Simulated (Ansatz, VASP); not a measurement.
# One calculation of Ba3AlB, two programs

```xyz
5
Lattice="5.8125 0.0000 0.0000 0.0000 5.8125 0.0000 0.0000 0.0000 5.8125" Properties=species:S:1:pos:R:3 pbc="T T T"
Al    0.0000    0.0000    0.0000
B     2.9063    2.9063    2.9063
Ba    2.9063    2.9063    0.0000
Ba    2.9063    0.0000    2.9063
Ba    0.0000    2.9063    2.9063
```

Alike in both runs: functional PBE; k mesh 6 × 6 × 6; occupations fermi-dirac, width 0.05 eV; no spin polarisation.

Ansatz relaxed the structure, and its values are those at the end. VASP's run is a single point on that final structure, the one shown.

|  | VASP | Ansatz |
| --- | --- | --- |
| version | VASP 6.6.1 | Ansatz 0.2.0 |
| potentials or method | VASP PAW PBE potentials, release 64 (Al, B, Ba_sv) | PAW with Ansatz's default frozen-core files, scalar-relativistic |
| plane-wave cutoff (eV) | 520 | 420 |
| valence electrons in the cell | 36 | 36 |

Ansatz gave:

- pressure (GPa): 0.0

Q: Estimate VASP's values.

A: Pressure (GPa): 0.4.

Neither program's run includes spin-orbit coupling.
